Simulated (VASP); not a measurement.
Set up this calculation in VASP 6.6.1, as the native input.

```
Task                   : relaxation of cell and atoms
Functional             : PBE
Potentials or basis    : VASP PAW PBE potentials, release 64 (Cs_sv, Mg)
Cutoff                 : 600 eV
k mesh                 : 8 × 8 × 8
Occupations            : gaussian, width 0.1 eV
Spin                   : no spin polarisation
Dipole correction      : no
Further INCAR settings : ALGO = Fast; EDIFF = 1e-07; IBRION = 2; EDIFFG = -0.01; NSW = 100; ISIF = 3
```

The structure of Cs2Mg lies in POSCAR:

```
Cs2Mg
1.0
    0.0000000000      4.8965881279      4.8965881279
    4.8965881279      0.0000000000      4.8965881279
    4.8965881279      4.8965881279      0.0000000000
Cs Mg
2 1
Direct
    0.2500000000      0.2500000000      0.2500000000
    0.7500000000      0.7500000000      0.7500000000
    0.0000000000      0.0000000000      0.0000000000
```

These files were run (other wordings do the same):

INCAR

```
ALGO = Fast
EDIFF = 1E-7
EDIFFG = -0.01
ENCUT = 600
GGA = PE
IBRION = 2
ISIF = 3
ISMEAR = 0
LASPH = T
LCHARG = F
LREAL = F
LWAVE = F
NELM = 80
NSW = 100
PREC = Accurate
SIGMA = 0.1
```

KPOINTS

```
k-points
0
Gamma
  8 8 8
```

Potentials or basis: VASP PAW PBE potentials, release 64 (Cs_sv, Mg).

The run is started by

```bash
$ cat potpaw_PBE.64/Cs_sv/POTCAR potpaw_PBE.64/Mg/POTCAR > POTCAR
$ mpirun -np 1 vasp_std > vasp.out
```

Results of the run:

| Quantity | Value |
| --- | --- |
| Relaxed volume | 79.42 Å³/atom |
| Relaxed cell | a = 6.959 Å, b = 6.959 Å, c = 6.959 Å, α = 60.00°, β = 60.00°, γ = 60.00° |
| Space group after relaxing (to 0.05 Å) | Fm-3m (No. 225) |
| Energy gained by relaxing | 0.2 meV/atom |
| Ionic steps | 3 |
| Pressure after relaxing | 0.0 GPa |
| Band gap on the k mesh | zero (band 10 reaches 0.88 eV, above the bottom of band 11 at 0.47 eV) |

Caveat: spin-orbit coupling is left out, which moves the levels of the heavy elements.

Wall time 5.5 min on 1 thread of Intel Xeon 6975P-C, on a shared host, peak memory 0.53 GiB.
